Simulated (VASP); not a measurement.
# Al (P-3m1) in VASP: single point with PBE

Aim: the single point of Al with PBE.

Everything below comes from runs of VASP 6.6.1. Logs are shortened: lines on timing, memory, paths and dates and some standing lists are left out, and cuts for length are marked.

## Step 1: The cell of the first run

The structure is trigonal, space group P-3m1 (No. 164). The conventional cell has a = 2.812 Å, b = 2.812 Å, c = 4.867 Å, α = 90.00°, β = 90.00°, γ = 120.00°. Within 3.3 Å of Al (site symmetry 3m) lie 9 Al at 2.52 to 2.81 Å.

## Step 2: Single point, PBE

INCAR

```
SYSTEM = Al
ALGO = Normal
EDIFF = 1E-6
ENCUT = 500
GGA = PE
GGA_COMPAT = .False.
ISIF = 2
ISMEAR = 0
LASPH = .True.
LCHARG = .False.
LREAL = .False.
LWAVE = .False.
NBANDS = 10
NELM = 120
PREC = Accurate
SIGMA = 0.1
```

KPOINTS

```
k-points
0
Gamma
  6 6 3
  0 0 0
```

POSCAR

```
Al
1.0
    2.8124553515      0.0000000000      0.0000000000
   -1.4062276757      2.4356577814      0.0000000000
    0.0000000000      0.0000000000      4.8668500000
Al
2
Direct
    0.6666666667      0.3333333333      0.7500000000
    0.3333333333      0.6666666667      0.3527358558
```

Potentials or basis: VASP PAW PBE potentials, release 64 (Al).

On the command line:

```sh
cat potpaw_PBE.64/Al/POTCAR > POTCAR
mpirun -np 1 vasp_std > vasp.out
```

OUTCAR:

```text
SYSTEM = Al
   EDIFF = 1E-6
   ENCUT = 500
   GGA = PE
   ISIF = 2
   ISMEAR = 0
   LASPH = .True.
   LREAL = .False.
   NELM = 120
   PREC = Accurate

 ion  position               nearest neighbor table
   1  0.667  0.333  0.750-   2 2.52   2 2.52   2 2.52   2 3.35   2 3.35   2 3.35
   2  0.333  0.667  0.353-   1 2.52   1 2.52   1 2.52   1 3.35   1 3.35   1 3.35

  LATTYP: Found a hexagonal cell.
 ALAT       =     2.8124553515
 C/A-ratio  =     1.7304630267

  Lattice vectors:

 A1 = (   2.8124553515,   0.0000000000,   0.0000000000)
 A2 = (  -1.4062276757,   2.4356577814,   0.0000000000)
 A3 = (   0.0000000000,   0.0000000000,   4.8668500000)

Analysis of symmetry for initial positions (statically):
=====================================================================
 Subroutine PRICEL returns:
 Original cell was already a primitive cell.

 Routine SETGRP: Setting up the symmetry group for a
 hexagonal supercell.

 Subroutine GETGRP returns: Found 12 space group operations
 (whereof  6 operations were pure point group operations)
 out of a pool of 24 trial point group operations.

The static configuration has the point symmetry C_3v.
 The point group associated with its full space group is D_3d.

Analysis of symmetry for dynamics (positions and initial velocities):
=====================================================================
 Subroutine PRICEL returns:
 Original cell was already a primitive cell.

 Routine SETGRP: Setting up the symmetry group for a
 hexagonal supercell.

 Subroutine GETGRP returns: Found 12 space group operations
 (whereof  6 operations were pure point group operations)
 out of a pool of 24 trial point group operations.

The dynamic configuration has the point symmetry C_3v.
 The point group associated with its full space group is D_3d.

 Subroutine INISYM returns: Found 12 space group operations
 (whereof  6 operations are pure point group operations),
 and found     1 'primitive' translations

----------------------------------------------------------------------------------------

                                     Primitive cell

  volume of cell :      33.3388

  direct lattice vectors                    reciprocal lattice vectors
     2.812455352  0.000000000  0.000000000     0.355561200  0.205283355  0.000000000
    -1.406227676  2.435657781  0.000000000     0.000000000  0.410566709  0.000000000
     0.000000000  0.000000000  4.866850000     0.000000000  0.000000000  0.205471712

  length of vectors
     2.812455352  2.812455351  4.866850000     0.410566709  0.410566709  0.205471712

  position of ions in fractional coordinates (direct lattice)
     0.666666667  0.333333333  0.750000000
     0.333333333  0.666666667  0.352735856

  ion indices of the primitive-cell ions
   primitive index   ion index
                 1           1
                 2           2

----------------------------------------------------------------------------------------

 KPOINTS: k-points

Automatic generation of k-mesh.
 Grid dimensions read from file:
 generate k-points for:    6    6    3

 Generating k-lattice:

  Cartesian coordinates                     Fractional coordinates (reciprocal lattice)
     0.059260200  0.034213892  0.000000000     0.166666667  0.000000000  0.000000000
     0.000000000  0.068427785  0.000000000     0.000000000  0.166666667  0.000000000
     0.000000000  0.000000000  0.068490571     0.000000000  0.000000000  0.333333333

  Length of vectors
     0.068427785  0.068427785  0.068490571

  Shift w.r.t. Gamma in fractional coordinates (k-lattice)
     0.000000000  0.000000000  0.000000000

 Subroutine IBZKPT returns following result:
 ===========================================

 Found     17 irreducible k-points:

 Following reciprocal coordinates:
            Coordinates               Weight
  0.000000  0.000000  0.000000      1.000000
  0.166667  0.000000  0.000000      6.000000
  0.333333  0.000000  0.000000      6.000000
  0.500000 -0.000000  0.000000      3.000000
  0.166667  0.166667  0.000000      6.000000
  0.333333  0.166667  0.000000     12.000000
[... 9 lines left out ...]
 -0.166667  0.500000  0.333333     12.000000
  0.333333  0.333333  0.333333      4.000000
   k-points           NKPTS =     17   k-points in BZ     NKDIM =     17   number of bands    NBANDS=     10
   number of dos      NEDOS =    301   number of ions     NIONS =      2
   total plane-waves  NPLWV =  20736
   dimension x,y,z NGX =    24 NGY =   24 NGZ =   36
   dimension x,y,z NGXF=    48 NGYF=   48 NGZF=   72
   ions per type =               2
   NGX,Y,Z   is equivalent  to a cutoff of  14.19, 14.19, 12.30 a.u.
   NGXF,Y,Z  is equivalent  to a cutoff of  28.37, 28.37, 24.59 a.u.
 SYSTEM =  Al
   PREC   = accura    normal or accurate (medium, high low for compatibility)
   ISTART =      0    job   : 0-new  1-cont  2-samecut
   ICHARG =      2    charge: 1-file 2-atom 10-const
   ISPIN  =      1    spin polarized calculation?
   LNONCOLLINEAR =      F non collinear calculations
   LSORBIT =      F    spin-orbit coupling
   LASPH  =      T    aspherical Exc in radial PAW
   ENCUT  =  500.0 eV  36.75 Ry    6.06 a.u.   5.13  5.13  8.87*2*pi/ulx,y,z
   NELM   =    120;   NELMIN=  2; NELMDL= -5     # of ELM steps
   EDIFF  = 0.1E-05   stopping-criterion for ELM
   LREAL  =      F    real-space projection
[... 7 lines left out ...]
   TEBEG  =    0.0;   TEEND  =   0.0 temperature during run
   PSTRESS=    0.0 pullay stress
   NELECT =       6.0000    total number of electrons
   NUPDOWN=      -1.0000    fix difference up-down
   EMIN   =  10.00;   EMAX   =-10.00  energy-range for DOS
   EFERMI =   0.00;   METHOD = LEGACY
   ISMEAR =     0;   SIGMA  =   0.10  broadening in eV -4-tet -1-fermi 0-gaus
   EFERMI_NEDOS =   21; number of points for ismear=-14 and -15
   IALGO  =     38    algorithm
   IMIX   =      4    mixing-type and parameters
     AMIX     =   0.40;   BMIX     =  1.00
     AMIX_MAG =   1.60;   BMIX_MAG =  1.00
  volume/ion in A,a.u.               =      16.67       112.49
  Fermi-wavevector in a.u.,A,eV,Ry     =   0.924291  1.746656 11.623640  0.854313
  Thomas-Fermi vector in A             =   2.050021
   LORBIT       =      0    0 simple, 1 ext, 2 COOP (PROOUT), +10 PAW based schemes
   GGA     = PE    functional components
   LHFCALC =     F    Hartree Fock is set to
   AEXX    =    0.0000 exact exchange contribution
   IVDW    =     0    specifies the selected vdW correction
   LEPSILON=     F    determine dielectric tensor
   LRPA    =     F    only Hartree local field effects (RPA)
 non-spin polarized calculation
 Gauss-broadening in eV      SIGMA  =   0.10
  energy-cutoff  :      500.00
  volume of cell :       33.34
 maximum number of plane-waves:       854
 NGX is ok and might be reduce to    24
   NGX = 11   NGY = 11   NGZ = 17

 number of electron       6.0000000 magnetization

 Free energy of the ion-electron system (eV)
  ---------------------------------------------------
  ext. energy  EPLUGINS =         0.00000000
  ---------------------------------------------------
  free energy    TOTEN  =        -6.80436858 eV

  energy without entropy =       -6.79972515  energy(sigma->0) =       -6.80204687

 E-fermi :   8.0717     XC(G=0): -10.0805

 val. band max:        8.0398341583   @ k =   0.3333   0.3333   0.3333
 cond. band min:       8.1786371702   @ k =   0.1667   0.0000   0.3333
 fundamental gap:      0.1388030119
 Fermi energy:         8.0717264641

 k-point     1 :       0.0000    0.0000    0.0000
  band No.  band energies     occupation
      1      -3.6356      2.00000
      2       2.7835      2.00000
      3       3.4387      2.00000
      4      18.4511      0.00000
      5      18.4511      0.00000
      6      18.9012      0.00000
      7      18.9012      0.00000
      8      19.1837      0.00000
      9      19.4151      0.00000
     10      23.7273      0.00000

 k-point     2 :       0.1667    0.0000    0.0000
  band No.  band energies     occupation
      1      -2.9482      2.00000
      2       3.4514      2.00000
      3       4.0854      2.00000
      4      12.7463      0.00000
      5      15.7597      0.00000
      6      16.8912      0.00000
      7      18.7228      0.00000
      8      19.3894      0.00000
      9      20.7378      0.00000
     10      21.2416      0.00000

 k-point     3 :       0.3333    0.0000    0.0000
  band No.  band energies     occupation
      1      -0.9093      2.00000
      2       5.2702      2.00000
      3       6.0211      2.00000
      4       7.2711      2.00000
      5      12.9639      0.00000
      6      13.8686      0.00000
      7      14.0213      0.00000
      8      15.9418      0.00000
      9      19.7623      0.00000
     10      20.7928      0.00000

 k-point     4 :       0.5000   -0.0000    0.0000
  band No.  band energies     occupation
      1       2.3459      2.00000
      2       2.4656      2.00000
      3       8.4815      0.00000
      4       8.9311      0.00000
      5       8.9975      0.00000
      6       9.7920      0.00000
      7      13.4435      0.00000
      8      15.2112      0.00000
      9      19.2429      0.00000
     10      20.1393      0.00000
[... 131 lines left out ...]
 k-point    15 :       0.3333    0.1667    0.3333
  band No.  band energies     occupation
      1       1.4956      2.00000
      2       4.5652      2.00000
      3       5.6365      2.00000
      4       8.5259      0.00000
      5       9.5079      0.00000
      6      12.1985      0.00000
      7      12.8299      0.00000
      8      15.9976      0.00000
      9      17.9657      0.00000
     10      19.7347      0.00000

 k-point    16 :      -0.1667    0.5000    0.3333
  band No.  band energies     occupation
      1       1.4955      2.00000
      2       4.5598      2.00000
      3       5.6529      2.00000
      4       8.5018      0.00000
      5       9.5224      0.00000
      6      11.9756      0.00000
      7      13.0914      0.00000
      8      16.0202      0.00000
      9      18.1523      0.00000
     10      19.8807      0.00000

 k-point    17 :       0.3333    0.3333    0.3333
  band No.  band energies     occupation
      1       4.6162      2.00000
      2       4.6162      2.00000
      3       4.8562      2.00000
      4       8.0398      1.34803
      5       8.3497      0.00008
      6       8.3497      0.00008
      7      15.3041      0.00000
      8      15.3041      0.00000
      9      15.6929      0.00000
     10      21.4718      0.00000

------------------------ aborting loop because EDIFF is reached ----------------------------------------

  FORCE on cell =-STRESS in cart. coord.  units (eV):
  Direction    XX          YY          ZZ          XY          YZ          ZX
  --------------------------------------------------------------------------------------
  -------------------------------------------------------------------------------------
  Total        1.5475456      1.5475456      2.4972202      0.0000000      0.0000000     -0.0000000
  in kB       74.3710959     74.3710959    120.0100320      0.0000000      0.0000000     -0.0000000
  external PRESSURE =      89.5840746 kB  Pullay stress =       0.0000000 kB

 VOLUME and BASIS-vectors are now :
 -----------------------------------------------------------------------------
  energy-cutoff  :      500.00
  volume of cell :       33.34
      direct lattice vectors                 reciprocal lattice vectors
     2.812455352  0.000000000  0.000000000     0.355561200  0.205283355  0.000000000
    -1.406227676  2.435657781  0.000000000     0.000000000  0.410566709  0.000000000
     0.000000000  0.000000000  4.866850000     0.000000000  0.000000000  0.205471712

 POSITION                                       TOTAL-FORCE (eV/Angst)
 -----------------------------------------------------------------------------------
      1.40623      0.81189      3.65014        -0.000000      0.000000      2.523550
     -0.00000      1.62377      1.71671         0.000000     -0.000000     -2.523550
 -----------------------------------------------------------------------------------
    total drift:                               -0.000000      0.000000     -0.000007

  FREE ENERGIE OF THE ION-ELECTRON SYSTEM (eV)
  ---------------------------------------------------
  free  energy   TOTEN  =        -6.8043685844 eV

  energy  without entropy=       -6.7997251471  energy(sigma->0) =       -6.80204687
```

Wall time 5.4 s (1 thread of Intel Xeon 6975P-C, shared host); peak memory 0.14 GiB.

Results:

```
Free energy            : -6.8044 eV
Pressure               : 9.0 GPa
Largest force          : 2.524 eV/Å
Band gap on the k mesh : zero (band 3 reaches 9.20 eV, above the bottom of band 4 at 6.19 eV)
```

Forces on the atoms (eV/Å):
```
Al   0.000  0.000  2.524
Al   0.000  0.000 -2.524
```

Levels at points of the mesh, in eV from the Fermi level:
| k point | band 1 | band 2 | band 3 | band 4 | band 5 | band 6 |
| --- | --- | --- | --- | --- | --- | --- |
| (0.00, 0.00, 0.00) | -11.71 | -5.29 | -4.63 | 10.38 | 10.38 | 10.83 |
| (0.50, 0.00, 0.00) | -5.73 | -5.61 | 0.41 | 0.86 | 0.93 | 1.72 |

Caveat: the k points lie up to 0.43 Å⁻¹ apart; forces of over 1 eV/Å act on the atoms, so gaps and moduli don't describe the material at rest.
